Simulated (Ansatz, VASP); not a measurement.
**One calculation of B2P3, two programs**

Contents of INCAR:

```
PREC = Accurate ; ENCUT = 600
EDIFF = 1E-6 ; ISMEAR = 0
SIGMA = 0.1 ; LREAL = F
LASPH = T ; NELM = 80
ALGO = Normal ; ISIF = 3
LWAVE = F ; LCHARG = F
GGA = PE ; IBRION = 2
NSW = 90 ; EDIFFG = -0.04
```

Contents of KPOINTS:

```
regular mesh
0
Gamma
  6 6 4
```

The input POSCAR:

```
B2P3
1.0
    2.0833900363     -2.2632509145      0.0000000000
    2.0833900363      2.2632509145      0.0000000000
    0.0000000000      0.0000000000      6.0235211091
B P
2 3
Direct
    0.1914512442      0.8085487558      0.0000000000
    0.8085487558      0.1914512442      0.0000000000
    0.5000000000      0.5000000000      0.7608292184
    0.5000000000      0.5000000000      0.2391707816
    0.0000000000      0.0000000000      0.5000000000
```

Input for Ansatz:

```yaml
crystal:
  lattice:
    - [2.0833900363, -2.2632509145, 0.0]
    - [2.0833900363, 2.2632509145, 0.0]
    - [0.0, 0.0, 6.0235211091]
  atoms:
    - { symbol: B, position: [0.1914512442, 0.8085487558, 0.0] }
    - { symbol: B, position: [0.8085487558, 0.1914512442, 0.0] }
    - { symbol: P, position: [0.5, 0.5, 0.7608292184] }
    - { symbol: P, position: [0.5, 0.5, 0.2391707816] }
    - { symbol: P, position: [0.0, 0.0, 0.5] }
basis:
  ecutwfc: 420
kpoints:
  mp_grid: { grid: [6, 6, 4] }
hamiltonian:
  xc: pbe
scf:
  occupations: { method: gaussian, width: 0.1 }
  lower_state_search: "off"
output:
  forces: true
  stress: true
  eigenvalues: true
relax:
  adjacent_minimum: "off"
  f_tol: 0.04
  max_steps: 70
  cell: { stress_tol: 0.4 }
```

Alike in both runs: task relaxation of cell and atoms; functional PBE; k mesh 6 × 6 × 4; occupations gaussian, width 0.1 eV; no spin polarisation.

```csv
,VASP,Ansatz
version,VASP 6.6.1,Ansatz 0.2.0
potentials or method,"VASP PAW PBE potentials, release 64 (B, P), cutoff 600 eV","scalar-relativistic, plane waves, PAW"
valence electrons in the cell,21,21
```

```csv
,VASP,Ansatz,Ansatz less VASP
"gap on the k mesh at the Fermi level, each at its own relaxed structure (eV)",none,none,-
relaxed volume (Å³/atom),11.14,11.17,+0.025
relaxed cell length with the largest relative difference (Å),5.907,5.912,+0.0050
```

A gap of «none» marks a metal or a gap that the smearing closes.
